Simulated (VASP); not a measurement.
# LiFeN (P-6m2) in VASP: single point with LDA

Aim: the single point of LiFeN with LDA.

Everything below comes from runs of VASP 6.6.1. Logs are shortened: lines on timing, memory, paths and dates and some standing lists are left out, and cuts for length are marked.

### Step 1. The cell of the first run

It takes space group P-6m2 (No. 187, hexagonal). Conventional cell: a = 3.101 Å, b = 3.101 Å, c = 4.145 Å, α = 90.00°, β = 90.00°, γ = 120.00°. Li (site symmetry -6m2) has 2 N at 2.07 Å and 6 Fe at 2.74 Å within 2.8 Å. Within 2.4 Å of Fe (site symmetry -6m2) lie 3 N at 1.79 Å. N (site symmetry -6m2) has 3 Fe at 1.79 Å and 2 Li at 2.07 Å within 2.4 Å.

### Step 2. Single point, LDA, collinear spin, ferromagnetic start

The input, INCAR:

```
PREC     = Accurate       # precision mode
ENCUT    = 750            # plane-wave cutoff, eV
EDIFF    = 1E-6           # SCF threshold, eV
ISMEAR   = 0              # smearing method
SIGMA    = 0.3            # smearing width, eV
LREAL    = False          # projectors in reciprocal space
LASPH    = True           # aspherical terms in the spheres
NELM     = 200            # most SCF steps
ALGO     = Normal         # electronic algorithm
ISIF     = 2              # what is computed and relaxed
LWAVE    = False          # write WAVECAR
LCHARG   = True           # write CHGCAR
ISPIN    = 2              # spin polarisation
MAGMOM   = 0 3.5 0        # initial moments
LORBIT   = 11             # projections on sites
LMAXMIX  = 4              # l up to which the mixer works
GGA      = CA             # functional
LELF     = True           # ELF
LVHAR    = True         
NBANDS   = 23             # bands
GGA_COMPAT= False
```

The input, KPOINTS:

```
Automatic mesh
0
Gamma
  7 7 4
```

The input, POSCAR:

```
LiFeN
1.0
    3.1006000000      0.0000000000      0.0000000000
   -1.5503000000      2.6851983670      0.0000000000
    0.0000000000      0.0000000000      4.1453390000
Li Fe N
1 1 1
Direct
    0.3333330000      0.6666670000      0.0000000000
    0.6666670000      0.3333330000      0.5000000000
    0.3333330000      0.6666670000      0.5000000000
```

Potentials or basis: VASP PAW LDA potentials, release 64 (Li_sv, Fe_sv, N).

Launch:

```console
> cat potpaw_LDA.64/Li_sv/POTCAR potpaw_LDA.64/Fe_sv/POTCAR potpaw_LDA.64/N/POTCAR > POTCAR
> mpirun -np 1 vasp_std > vasp.out
```

OUTCAR:

```text
PREC = Accurate
   ENCUT = 750
   EDIFF = 1E-6
   ISMEAR = 0
   LREAL = False
   LASPH = True
   NELM = 200
   ISIF = 2
   ISPIN = 2
   LORBIT = 11
   GGA = CA

 ion  position               nearest neighbor table
   1  0.333  0.667  0.000-   3 2.07   3 2.07
   2  0.667  0.333  0.500-   3 1.79   3 1.79   3 1.79
   3  0.333  0.667  0.500-   2 1.79   2 1.79   2 1.79   1 2.07   1 2.07

  LATTYP: Found a hexagonal cell.
 ALAT       =     3.1006000000
 C/A-ratio  =     1.3369473650

  Lattice vectors:

 A1 = (   3.1006000000,   0.0000000000,   0.0000000000)
 A2 = (  -1.5503000000,   2.6851983670,   0.0000000000)
 A3 = (   0.0000000000,   0.0000000000,   4.1453390000)

Analysis of symmetry for initial positions (statically):
=====================================================================
 Subroutine PRICEL returns:
 Original cell was already a primitive cell.

 Routine SETGRP: Setting up the symmetry group for a
 hexagonal supercell.

 Subroutine GETGRP returns: Found 12 space group operations
 (whereof 12 operations were pure point group operations)
 out of a pool of 24 trial point group operations.

The static configuration has the point symmetry D_3h.

Analysis of symmetry for dynamics (positions and initial velocities):
=====================================================================
 Subroutine PRICEL returns:
 Original cell was already a primitive cell.

 Routine SETGRP: Setting up the symmetry group for a
 hexagonal supercell.

 Subroutine GETGRP returns: Found 12 space group operations
 (whereof 12 operations were pure point group operations)
 out of a pool of 24 trial point group operations.

The dynamic configuration has the point symmetry D_3h.

Analysis of structural, dynamic, and magnetic symmetry:
=====================================================================
 Subroutine PRICEL returns:
 Original cell was already a primitive cell.

 Routine SETGRP: Setting up the symmetry group for a
 hexagonal supercell.

 Subroutine GETGRP returns: Found 12 space group operations
 (whereof 12 operations were pure point group operations)
 out of a pool of 24 trial point group operations.

The overall configuration has the point symmetry D_3h.

 Subroutine INISYM returns: Found 12 space group operations
 (whereof 12 operations are pure point group operations),
 and found     1 'primitive' translations

[... 119 lines left out ...]
   LORBIT       =     11    0 simple, 1 ext, 2 COOP (PROOUT), +10 PAW based schemes
   GGA     = CA    functional components
   LHFCALC =     F    Hartree Fock is set to
   AEXX    =    0.0000 exact exchange contribution
   IVDW    =     0    specifies the selected vdW correction
   LEPSILON=     F    determine dielectric tensor
   LRPA    =     F    only Hartree local field effects (RPA)
 spin polarized calculation
 Gauss-broadening in eV      SIGMA  =   0.30
  energy-cutoff  :      750.00
  volume of cell :       34.51
 maximum number of plane-waves:      1622
 NGX is ok and might be reduce to    28
   NGX = 13   NGY = 13   NGZ = 19

 number of electron      24.0000010 magnetization       0.0009821

 Free energy of the ion-electron system (eV)
  ---------------------------------------------------
  ext. energy  EPLUGINS =         0.00000000
  ---------------------------------------------------
  free energy    TOTEN  =       -21.45180472 eV

  energy without entropy =      -21.35093597  energy(sigma->0) =      -21.40137034

 E-fermi :   5.6004     XC(G=0): -10.7695

 val. band max:        5.5999650501   @ k =   0.2857   0.2857   0.2500
 cond. band min:       5.6009553600   @ k =   0.2857   0.2857   0.2500
 fundamental gap:      0.0009903098
 Fermi energy:         5.6004355512

 spin component 1

 k-point     1 :       0.0000    0.0000    0.0000
  band No.  band energies     occupation
      1     -80.6837      1.00000
      2     -47.6348      1.00000
      3     -47.6348      1.00000
      4     -46.6284      1.00000
      5     -39.1243      1.00000
      6     -10.4095      1.00000
[... 613 lines left out ...]
     22      24.1516      0.00000
     23      24.4229      0.00000
 Fermi energy:         5.6004355512

 spin component 2

 k-point     1 :       0.0000    0.0000    0.0000
  band No.  band energies     occupation
      1     -80.6827      1.00000
      2     -47.6337      1.00000
      3     -47.6337      1.00000
      4     -46.6275      1.00000
      5     -39.1243      1.00000
      6     -10.4094      1.00000
[... 613 lines left out ...]
     22      24.1518      0.00000
     23      24.4230      0.00000

------------------------ aborting loop because EDIFF is reached ----------------------------------------

  FORCE on cell =-STRESS in cart. coord.  units (eV):
  Direction    XX          YY          ZZ          XY          YZ          ZX
  --------------------------------------------------------------------------------------
  -------------------------------------------------------------------------------------
  Total       -2.6011195     -2.6011195     -1.0884726      0.0000000      0.0000000     -0.0000000
  in kB     -120.7504405   -120.7504405    -50.5296047      0.0000000      0.0000000     -0.0000000
  external PRESSURE =     -97.3434952 kB  Pullay stress =       0.0000000 kB

 VOLUME and BASIS-vectors are now :
 -----------------------------------------------------------------------------
  energy-cutoff  :      750.00
  volume of cell :       34.51
      direct lattice vectors                 reciprocal lattice vectors
     3.100600000  0.000000000  0.000000000     0.322518222  0.186205982  0.000000000
    -1.550300000  2.685198367  0.000000000     0.000000000  0.372411965  0.000000000
     0.000000000  0.000000000  4.145339000     0.000000000  0.000000000  0.241234794

 POSITION                                       TOTAL-FORCE (eV/Angst)
 -----------------------------------------------------------------------------------
     -0.00000      1.79013      0.00000         0.000000      0.000000      0.000000
      1.55030      0.89507      2.07267        -0.000000      0.000000      0.000000
     -0.00000      1.79013      2.07267        -0.000000      0.000000      0.000000
 -----------------------------------------------------------------------------------
    total drift:                               -0.003773      0.002178      0.000000

  FREE ENERGIE OF THE ION-ELECTRON SYSTEM (eV)
  ---------------------------------------------------
  free  energy   TOTEN  =       -21.4518047224 eV

  energy  without entropy=      -21.3509359668  energy(sigma->0) =      -21.40137034

 total charge

# of ion       s       p       d       tot
------------------------------------------
    1        2.026   0.082   0.000   2.108
    2        2.204   6.041   5.629  13.874
    3        1.252   2.413   0.000   3.666
--------------------------------------------------
tot          5.482   8.537   5.629  19.648

 magnetization (x)

# of ion       s       p       d       tot
------------------------------------------
    1       -0.000  -0.000   0.000  -0.000
    2        0.000   0.000   0.001   0.001
    3        0.000  -0.000   0.000  -0.000
--------------------------------------------------
tot          0.000  -0.000   0.001   0.001
```

OSZICAR:

```text
N       E                     dE             d eps       ncg     rms          rms(c)
DAV:   1     0.423241665763E+03    0.42324E+03   -0.16240E+04  2208   0.165E+03
DAV:   2     0.596336154892E+01   -0.41728E+03   -0.39638E+03  2236   0.536E+02
DAV:   3    -0.234326801123E+02   -0.29396E+02   -0.28722E+02  2878   0.156E+02
DAV:   4    -0.261149907362E+02   -0.26823E+01   -0.26431E+01  3682   0.379E+01
DAV:   5    -0.261582719546E+02   -0.43281E-01   -0.43248E-01  2668   0.409E+00    0.261E+01
DAV:   6    -0.318954558942E+02   -0.57372E+01   -0.11836E+02  3397   0.117E+02    0.524E+01
DAV:   7    -0.213171748451E+02    0.10578E+02   -0.43199E+01  2819   0.877E+01    0.597E+00
DAV:   8    -0.214320847346E+02   -0.11491E+00   -0.12876E+00  2690   0.894E+00    0.356E+00
DAV:   9    -0.214468081884E+02   -0.14723E-01   -0.16284E-01  3370   0.431E+00    0.179E+00
DAV:  10    -0.214504101191E+02   -0.36019E-02   -0.36754E-02  3665   0.136E+00    0.462E-01
DAV:  11    -0.214510697317E+02   -0.65961E-03   -0.26362E-03  3242   0.402E-01    0.312E-01
DAV:  12    -0.214515106370E+02   -0.44091E-03   -0.12946E-03  3589   0.350E-01    0.155E-01
DAV:  13    -0.214517240752E+02   -0.21344E-03   -0.44822E-04  3829   0.185E-01    0.638E-02
DAV:  14    -0.214517730798E+02   -0.49005E-04   -0.10109E-04  3736   0.937E-02    0.433E-02
DAV:  15    -0.214517973266E+02   -0.24247E-04   -0.79559E-05  3653   0.792E-02    0.221E-02
DAV:  16    -0.214518023954E+02   -0.50687E-05   -0.13894E-05  3199   0.343E-02    0.156E-02
DAV:  17    -0.214518046292E+02   -0.22338E-05   -0.14870E-05  2484   0.364E-02    0.473E-03
DAV:  18    -0.214518047224E+02   -0.93227E-07   -0.88547E-07  1450   0.974E-03
   1 F= -.21451805E+02 E0= -.21401370E+02  d E =-.100869E+00  mag=     0.0005
```

Run time: 49 s. Hardware: 1 thread of Intel Xeon Platinum 8488C (Sapphire Rapids), shared host; peak memory 0.19 GiB.

Results:

```
Free energy                                           : -21.4518 eV
Pressure                                              : -9.7 GPa
Band gap on the k mesh                                : zero (filled and empty bands overlap)
Net moment                                            : 0.00 μB per cell
Valence electrons inside the program's atomic spheres : Li 2.11; Fe 13.87; N 3.67
```

Stress tensor (GPa, compression positive):
```
-12.08   0.00   0.00
  0.00 -12.08   0.00
  0.00   0.00  -5.05
```

Caveat: the k points lie up to 0.38 Å⁻¹ apart; so wide a smearing shifts energies and pressures. With open d or f shells a metallic result of LDA can be an artefact of self-interaction; +U or a hybrid may open a gap.
